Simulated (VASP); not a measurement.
# AlN (Fm-3m) in VASP: further runs, part 2 of 2

VASP 6.6.1.

## (3) Single point, PBE

This run uses another cell than the first one, of 8.43 Å³/atom, 1.089 times its volume.

Contents of INCAR:

```
SYSTEM = AlN
ALGO = Normal ; EDIFF = 1E-6
ENCUT = 600 ; GGA = PE
GGA_COMPAT = .False. ; ISIF = 2
ISMEAR = 0 ; LASPH = .True.
LCHARG = .False. ; LREAL = .False.
LWAVE = .False. ; NBANDS = 11
NELM = 120 ; PREC = Accurate
SIGMA = 0.1
```

Contents of KPOINTS:

```
k-points
0
Gamma
  8 8 8
  0 0 0
```

Contents of POSCAR:

```
AlN
1.0
    0.0000000000      2.0351763363      2.0351763363
    2.0351763363      0.0000000000      2.0351763363
    2.0351763363      2.0351763363      0.0000000000
Al N
1 1
Direct
    0.0000000000      0.0000000000      0.0000000000
    0.5000000000      0.5000000000      0.5000000000
```

Potentials or basis: VASP PAW PBE potentials, release 64 (Al, N).

Command:

```sh
cat potpaw_PBE.64/Al/POTCAR potpaw_PBE.64/N/POTCAR > POTCAR
mpirun -np 1 vasp_std > vasp.out
```

OUTCAR:

```text
SYSTEM = AlN
   EDIFF = 1E-6
   ENCUT = 600
   GGA = PE
   ISIF = 2
   ISMEAR = 0
   LASPH = .True.
   LREAL = .False.
   NELM = 120
   PREC = Accurate

 ion  position               nearest neighbor table
   1  0.000  0.000  0.000-   2 2.04   2 2.04   2 2.04   2 2.04   2 2.04   2 2.04
   2  0.500  0.500  0.500-   1 2.04   1 2.04   1 2.04   1 2.04   1 2.04   1 2.04

  LATTYP: Found a face centered cubic cell.
 ALAT       =     4.0703526726

  Lattice vectors:

 A1 = (   0.0000000000,   2.0351763363,   2.0351763363)
 A2 = (   2.0351763363,   0.0000000000,   2.0351763363)
 A3 = (   2.0351763363,   2.0351763363,   0.0000000000)

Analysis of symmetry for initial positions (statically):
=====================================================================
 Subroutine PRICEL returns:
 Original cell was already a primitive cell.

 Routine SETGRP: Setting up the symmetry group for a
 face centered cubic supercell.

 Subroutine GETGRP returns: Found 48 space group operations
 (whereof 48 operations were pure point group operations)
 out of a pool of 48 trial point group operations.

The static configuration has the point symmetry O_h .

Analysis of symmetry for dynamics (positions and initial velocities):
[... 163 lines left out ...]
 fundamental gap:      4.4138834042
 Fermi energy:        10.1110715017

 k-point     1 :       0.0000    0.0000    0.0000
  band No.  band energies     occupation
      1      -7.6669      2.00000
      2       9.7062      2.00000
      3       9.7062      2.00000
      4       9.7062      2.00000
      5      15.0989      0.00000
      6      21.8078      0.00000
      7      21.8078      0.00000
      8      21.8078      0.00000
      9      26.8946      0.00000
     10      27.3477      0.00000
     11      27.3477      0.00000
[... 309 lines left out ...]
 k-point    24 :      -0.3750    0.2500    0.1250
  band No.  band energies     occupation
      1      -4.0003      2.00000
      2       2.4021      2.00000
      3       6.0793      2.00000
      4       7.7705      2.00000
      5      17.9973      0.00000
      6      18.0903      0.00000
      7      21.8232      0.00000
      8      22.2899      0.00000
      9      27.6356      0.00000
     10      28.4841      0.00000
     11      31.9169      0.00000

 [... further k-points ...]
[... 5 lines left out ...]
  --------------------------------------------------------------------------------------
  -------------------------------------------------------------------------------------
  Total       -0.0414143     -0.0414143     -0.0414143      0.0000000      0.0000000      0.0000000
  in kB       -3.9357285     -3.9357285     -3.9357285      0.0000000      0.0000000      0.0000000
  external PRESSURE =      -3.9357285 kB  Pullay stress =       0.0000000 kB

 VOLUME and BASIS-vectors are now :
 -----------------------------------------------------------------------------
  energy-cutoff  :      600.00
  volume of cell :       16.86
      direct lattice vectors                 reciprocal lattice vectors
     0.000000000  2.035176336  2.035176336    -0.245678957  0.245678957  0.245678957
     2.035176336  0.000000000  2.035176336     0.245678957 -0.245678957  0.245678957
     2.035176336  2.035176336  0.000000000     0.245678957  0.245678957 -0.245678957

 POSITION                                       TOTAL-FORCE (eV/Angst)
 -----------------------------------------------------------------------------------
      0.00000      0.00000      0.00000         0.000000      0.000000      0.000000
      2.03518      2.03518      2.03518        -0.000000     -0.000000      0.000000
 -----------------------------------------------------------------------------------
    total drift:                               -0.000000     -0.000000      0.000000

  FREE ENERGIE OF THE ION-ELECTRON SYSTEM (eV)
  ---------------------------------------------------
  free  energy   TOTEN  =       -14.5472511139 eV

  energy  without entropy=      -14.5472511139  energy(sigma->0) =      -14.54725111
```

stdout:

```text
POSCAR found type information on POSCAR AlN
 POSCAR found :  2 types and       2 ions
 scaLAPACK will be used
 LDA part: xc-table for (Slater+PW92), standard interpolation
 POSCAR, INCAR and KPOINTS ok, starting setup
 FFT: planning ... GRIDC
 FFT: planning ... GRID_SOFT
 FFT: planning ... GRID
 WAVECAR not read
 entering main loop
```

Run time: 5.6 s. Hardware: 1 thread of Intel Xeon Platinum 8488C (Sapphire Rapids), shared host; peak memory 0.13 GiB.

Results:

* Free energy: -14.5473 eV
* Pressure: -0.4 GPa
* Band gap on the k mesh: 4.41 eV, indirect (least direct gap 5.39 eV)

Levels at points of the mesh, in eV from the valence-band top:
```csv
k point,band 1,band 2,band 3,band 4,band 5,band 6,band 7,band 8,band 9
"(0.00, 0.00, 0.00)",-17.37,0.00,0.00,0.00,5.39,12.10,12.10,12.10,17.19
"(0.50, 0.00, 0.00)",-14.19,-8.18,-1.04,-1.04,6.01,10.84,10.84,13.00,15.88
"(0.50, 0.50, 0.00)",-13.24,-7.25,-2.75,-2.75,4.41,5.34,13.81,16.93,16.93
```

## (4) Relaxation of cell and atoms, PBE

Contents of INCAR:

```
PREC     = Accurate       # precision mode
ENCUT    = 600            # plane-wave cutoff, eV
EDIFF    = 1E-7           # SCF threshold, eV
ISMEAR   = 0              # smearing method
SIGMA    = 0.1            # smearing width, eV
LREAL    = F              # projectors in reciprocal space
LASPH    = T              # aspherical terms in the spheres
NELM     = 120            # most SCF steps
ALGO     = Normal         # electronic algorithm
ISIF     = 3              # what is computed and relaxed
LWAVE    = F              # write WAVECAR
LCHARG   = F              # write CHGCAR
GGA      = PE             # functional
IBRION   = 2              # ionic algorithm
NSW      = 60             # ionic steps
EDIFFG   = -0.04          # ionic threshold
GGA_COMPAT= F            
NELMIN   = 4
```

Contents of KPOINTS:

```
Automatic mesh
0
Gamma
  8 8 8
```

Contents of POSCAR:

```
AlN
1.0
    0.0000000000      1.9780000000      1.9780000000
    1.9780000000      0.0000000000      1.9780000000
    1.9780000000      1.9780000000      0.0000000000
Al N
1 1
Direct
    0.0000000000      0.0000000000      0.0000000000
    0.5000000000      0.5000000000      0.5000000000
```

Command:

```sh
cat potpaw_PBE.64/Al/POTCAR potpaw_PBE.64/N/POTCAR > POTCAR
mpirun -np 1 vasp_std > vasp.out
```

Wall time 9.8 s (1 thread of Intel Xeon Platinum 8488C (Sapphire Rapids), shared host); peak memory 0.13 GiB.

It converged, with:

- Free energy: -14.5451 eV
- Relaxed volume: 8.43 Å³/atom
- Relaxed cell: a = 2.878 Å, b = 2.878 Å, c = 2.878 Å, α = 60.00°, β = 60.00°, γ = 60.00°
- Space group after relaxing (to 0.05 Å): Fm-3m (No. 225)
- Energy gained by relaxing: 49.6 meV/atom
- Ionic steps: 3
- Pressure after relaxing: -0.3 GPa
- Band gap on the k mesh: 4.42 eV, indirect (least direct gap 5.39 eV)

The path:
| step | energy change (eV) | largest force (eV/Å) | pressure (GPa) | volume (Å³) |
| --- | --- | --- | --- | --- |
| 1 | 0.0000 | 0.0000 | 25.09 | 15.48 |
| 2 | -0.0066 | 0.0000 | -18.21 | 18.35 |
| 3 | -0.0992 | 0.0000 | -0.28 | 16.86 |

Final structure:
```
Al N
1.0
     0.00000    2.03510    2.03510
     2.03510    0.00000    2.03510
     2.03510    2.03510    0.00000
Al N
1 1
Direct
  0.00000 0.00000 0.00000
  0.50000 0.50000 0.50000
```

Levels at points of the mesh, in eV from the valence-band top:
```csv
k point,band 1,band 2,band 3,band 4,band 5,band 6,band 7,band 8
"(0.00, 0.00, 0.00)",-17.37,0.00,0.00,0.00,5.39,12.10,12.10,12.10
"(0.50, 0.00, 0.00)",-14.19,-8.18,-1.04,-1.04,6.01,10.84,10.84,13.00
"(0.50, 0.50, 0.00)",-13.24,-7.25,-2.75,-2.75,4.42,5.34,13.81,16.94
```

A k mesh can miss the band edges. PBE gaps usually lie below the measured ones, often by a third to a half.

## (5) The runs side by side

```tsv
task	cell	gap on the mesh (eV)	pressure (GPa)
single point	a = 2.797 Å, angles 60.0°, 2 atoms	5.19	25.1
single point	a = 2.878 Å, angles 60.0°, 2 atoms	4.41	-0.4
relaxation of cell and atoms	relaxed from a = 2.797 Å, angles 60.0°, 2 atoms	4.42	-0.3
```

Alike in all rows: level PBE; potentials or basis VASP PAW PBE potentials, release 64 (Al, N); no spin polarisation; k mesh 8 × 8 × 8; cutoff (eV) 600; smearing gaussian 0.1 eV.

Total energies depend on the potentials used, so only differences within one code and one set of settings carry meaning.
